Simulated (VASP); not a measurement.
Crystal: KF.

```xyz
8
Lattice="3.7814 0.0000 0.0000 -1.8907 3.2748 0.0000 0.0000 0.0000 12.3499" Properties=species:S:1:pos:R:3 pbc="T T T"
K     0.0000    0.0000    0.0000
K     0.0000    2.1832    3.0875
K     0.0000    0.0000    6.1750
K     1.8907    1.0916    9.2624
F     0.0000    0.0000    2.3156
F     0.0000    2.1832    5.4031
F     0.0000    0.0000    8.4906
F     1.8907    1.0916   11.5780
```

* Program: VASP 6.6.1
* Task: relaxation of cell and atoms
* Functional: PBEsol
* Potentials or basis: VASP PAW PBE potentials, release 64 (K_sv, F)
* Cutoff: 600 eV
* k mesh: 6 × 6 × 2
* Occupations: fermi-dirac, width 0.03 eV
* Spin: no spin polarisation

At the start: pressure 11.8 GPa; volume 19.12 Å³/atom.

Problem. Where does the relaxation end?

Solution. Over 13 steps the energy falls by 169.0 meV/atom and the volume is 24.87 Å³/atom (+30.1 %); space group P6_3mc (No. 186, to 0.05 Å).

The path:
```
step  energy change (eV)  largest force (eV/Å)  pressure (GPa)  volume (Å³)
   1              0.0000                0.0366           11.77       152.93
   2             -1.2686                0.0310            2.01       186.17
   3             -1.2872                0.0281           -1.45       212.38
   4             -1.3475                0.0294           -0.10       200.29
   5             -1.3477                0.0295            0.03       199.26
   6             -1.3481                0.0282            0.03       199.26
   7             -1.3492                0.0257            0.03       199.26
   8             -1.3501                0.0503            0.02       199.24
   9             -1.3506                0.0416            0.01       199.33
  10             -1.3514                0.0166           -0.04       199.62
  11             -1.3515                0.0133           -0.05       199.72
  12             -1.3517                0.0095           -0.02       199.41
  13             -1.3518                0.0053            0.03       198.97
```

Final structure:
```yaml
crystal:
  lattice:
    - [4.16630, 0.00000, 0.00000]
    - [-2.08315, 3.60812, 0.00000]
    - [0.00000, 0.00000, 13.23579]
  atoms:
    - { symbol: K, position: [0.00000, 0.00000, 0.99765] }
    - { symbol: K, position: [0.33333, 0.66667, 0.24832] }
    - { symbol: K, position: [0.00000, 0.00000, 0.49765] }
    - { symbol: K, position: [0.66667, 0.33333, 0.74832] }
    - { symbol: F, position: [0.00000, 0.00000, 0.18992] }
    - { symbol: F, position: [0.33333, 0.66667, 0.43910] }
    - { symbol: F, position: [0.00000, 0.00000, 0.68992] }
    - { symbol: F, position: [0.66667, 0.33333, 0.93910] }
```

Caveat: the volume moved by over 15 % at a fixed basis, so the end points are rough; the PAW data sets were made with another functional, which shifts forces and pressure a little.
